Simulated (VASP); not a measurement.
# CuO (P1) in VASP: notebook, part 2 of 2

VASP 6.6.1. Earlier steps stand in the parts before.

## 3. Single point, PBE (volume scaled by 1.02)

Input file INCAR:

```
ALGO = Normal ; EDIFF = 1E-7
ENCUT = 520 ; GGA = PE
ISIF = 2 ; ISMEAR = -1
LASPH = True ; LCHARG = False
LREAL = False ; LWAVE = False
NBANDS = 25 ; NELM = 100
PREC = Accurate ; SIGMA = 0.05
```

Input file KPOINTS:

```
k-points
0
Gamma
  10 10 5
```

Input file POSCAR:

```
CuO
1.0
    2.3208444354     -1.7410673622      0.0732887669
    2.3310922371      1.7550910862      0.0484675145
   -0.7127822728     -0.0392256208      5.1630374652
Cu O
2 2
Direct
    0.0142532200      0.4796454100      0.0604322300
    0.4708797100      0.1540682100      0.4741201700
    0.5692681500      0.2960328600      0.2639427200
    0.4455989200      0.5702535100      0.7015048700
```

Potentials or basis: VASP PAW PBE potentials, release 64 (Cu, O).

Command:

```bash
cat potpaw_PBE.64/Cu/POTCAR potpaw_PBE.64/O/POTCAR > POTCAR
mpirun -np 1 vasp_std > vasp.out
```

OUTCAR:

```text
EDIFF = 1E-7
   ENCUT = 520
   GGA = PE
   ISIF = 2
   ISMEAR = -1
   LASPH = True
   LREAL = False
   NELM = 100
   PREC = Accurate

 ion  position               nearest neighbor table
   1  0.014  0.480  0.060-   3 1.83   3 1.95   4 2.38   2 2.56
   2  0.471  0.154  0.474-   3 1.29   4 1.60   4 2.19   1 2.56
   3  0.569  0.296  0.264-   2 1.29   1 1.83   1 1.95
   4  0.446  0.570  0.702-   2 1.60   2 2.19   1 2.38

  LATTYP: Found a triclinic cell.
 ALAT       =     2.9022414952
[... 866 lines left out ...]
     24      17.6895      0.00000
     25      20.6456      0.00000

 [... further k-points ...]
[... 5 lines left out ...]
  --------------------------------------------------------------------------------------
  -------------------------------------------------------------------------------------
  Total       19.8959997      6.4395731     41.4188548      2.3523487      0.6677771    -17.7861994
  in kB      756.5469374    244.8652696   1574.9551824     89.4482426     25.3922779   -676.3216173
  external PRESSURE =     858.7891298 kB  Pullay stress =       0.0000000 kB

 VOLUME and BASIS-vectors are now :
 -----------------------------------------------------------------------------
  energy-cutoff  :      520.00
  volume of cell :       42.13
      direct lattice vectors                 reciprocal lattice vectors
     2.320844435 -1.741067362  0.073288767     0.215107511 -0.286463359  0.027520257
     2.331092237  1.755091086  0.048467515     0.213275746  0.285627525  0.031613772
    -0.712782273 -0.039225621  5.163037465    -0.005055534  0.001385016  0.192997018

 POSITION                                       TOTAL-FORCE (eV/Angst)
 -----------------------------------------------------------------------------------
      1.10810      0.81464      0.33631         0.030230      1.116690     -3.243869
      1.11404     -0.56803      2.48988       -23.897917     -6.503865     28.737825
      1.82313     -0.48192      1.41882        20.668896      2.004168    -31.536115
      1.86346      0.19751      3.68219         3.198791      3.383007      6.042160
 -----------------------------------------------------------------------------------
    total drift:                               -0.000286     -0.001826     -0.000107

  FREE ENERGIE OF THE ION-ELECTRON SYSTEM (eV)
  ---------------------------------------------------
  free  energy   TOTEN  =       -10.5054763001 eV

  energy  without entropy=      -10.4830987484  energy(sigma->0) =      -10.49428752
```

Run time: 1.7 min. Hardware: 1 thread of Intel Xeon 6975P-C (Granite Rapids), shared host; peak memory 0.32 GiB.

Results:

* Free energy: -10.5055 eV
* Pressure: 85.9 GPa
* Largest force: 37.938 eV/Å
* Band gap on the k mesh: zero (band 17 reaches 5.91 eV, above the bottom of band 18 at 5.45 eV)

Forces in eV/Å, atoms in the order of the input:
```
Cu    0.030   1.117  -3.244
Cu  -23.898  -6.504  28.738
O    20.669   2.004 -31.536
O     3.199   3.383   6.042
```

Stress tensor (GPa, compression positive):
```
 75.65   8.94 -67.63
  8.94  24.49   2.54
-67.63   2.54 157.50
```

Levels at points of the mesh, in eV from the Fermi level:
| k point | band 15 | band 16 | band 17 | band 18 | band 19 | band 20 |
| --- | --- | --- | --- | --- | --- | --- |
| (0.00, 0.00, 0.00) | -1.69 | -0.34 | 0.15 | 0.26 | 1.35 | 6.18 |
| (0.50, 0.00, 0.00) | -1.89 | -1.52 | 0.09 | 0.51 | 3.96 | 5.54 |
| (0.00, 0.50, 0.00) | -1.50 | -1.22 | -0.04 | 0.25 | 4.66 | 5.39 |
| (0.50, 0.50, 0.00) | -1.74 | -1.48 | -1.09 | 0.87 | 3.74 | 6.42 |

Caveat: semilocal functionals often make such compounds metallic where correlation or magnetic order opens a gap, which also shifts bond lengths; forces of over 1 eV/Å act on the atoms, so gaps and moduli don't describe the material at rest.

## 4. Single point, PBE (volume scaled by 1.04)

Input file INCAR:

```
  PREC = Accurate
  ENCUT = 520
  EDIFF = 1E-7
  ISMEAR = -1
  SIGMA = 0.05
  LREAL = F
  LASPH = T
  NELM = 60
  ALGO = Normal
  ISIF = 2
  LWAVE = F
  LCHARG = T
  GGA = PE
  LELF = T
  LVHAR = T
  NBANDS = 25
```

Input file KPOINTS:

```
regular mesh
0
Gamma
  10 10 5
```

Input file POSCAR:

```
CuO
1.0
    2.3359152761     -1.7523733112      0.0737646813
    2.3462296239      1.7664881009      0.0487822474
   -0.7174108588     -0.0394803397      5.1965646219
Cu O
2 2
Direct
    0.0142532200      0.4796454100      0.0604322300
    0.4708797100      0.1540682100      0.4741201700
    0.5692681500      0.2960328600      0.2639427200
    0.4455989200      0.5702535100      0.7015048700
```

Command:

```bash
cat potpaw_PBE.64/Cu/POTCAR potpaw_PBE.64/O/POTCAR > POTCAR
mpirun -np 1 vasp_std > vasp.out
```

It took 1.8 min on 1 thread of Intel Xeon 6975P-C (Granite Rapids), shared host; peak memory 0.33 GiB.

Results (log left out):

```yaml
Free_energy: -10.9313 eV
Pressure: 78.8 GPa
Largest_force: 36.360 eV/Å
Band_gap_on_the_k_mesh: zero (band 17 reaches 5.65 eV, above the bottom of band 18 at 5.20 eV)
```

Forces on the atoms (eV/Å):
```
Cu    0.013   1.010  -3.034
Cu  -22.763  -6.130  27.683
O    19.770   1.979 -30.268
O     2.979   3.140   5.619
```

Stress tensor (GPa, compression positive):
```
 69.29   8.32 -64.01
  8.32  21.30   2.36
-64.01   2.36 145.88
```

Levels at points of the mesh, in eV from the Fermi level:
```tsv
k point	band 15	band 16	band 17	band 18	band 19	band 20
(0.00, 0.00, 0.00)	-1.64	-0.33	0.15	0.26	1.30	6.12
(0.50, 0.00, 0.00)	-1.85	-1.49	0.09	0.51	3.95	5.48
(0.00, 0.50, 0.00)	-1.46	-1.18	-0.03	0.24	4.65	5.32
(0.50, 0.50, 0.00)	-1.69	-1.44	-1.07	0.85	3.75	6.37
```

Caveat: semilocal functionals often make such compounds metallic where correlation or magnetic order opens a gap, which also shifts bond lengths; forces of over 1 eV/Å act on the atoms, so gaps and moduli don't describe the material at rest.

## 5. Overview

```csv
cell,gap on the mesh (eV),pressure (GPa),largest force (eV/Å)
"a = 2.864, b = 2.880, c = 5.143 Å, angles 95.6, 94.6, 73.8°, 4 atoms",none,101.9,41.37
"a = 2.902, b = 2.918, c = 5.212 Å, angles 95.6, 94.6, 73.8°, 4 atoms",none,85.9,37.94
"a = 2.921, b = 2.937, c = 5.246 Å, angles 95.6, 94.6, 73.8°, 4 atoms",none,78.8,36.36
```

Alike in all rows: task single point; level PBE; potentials or basis VASP PAW PBE potentials, release 64 (Cu, O); no spin polarisation; k mesh 10 × 10 × 5; cutoff (eV) 520; smearing fermi-dirac 0.05 eV.

Caveats: semilocal functionals often make such compounds metallic where correlation or magnetic order opens a gap, which also shifts bond lengths; forces of over 1 eV/Å act on the atoms, so gaps and moduli don't describe the material at rest.

Total energies depend on the potentials used, so only differences within one code and one set of settings carry meaning.
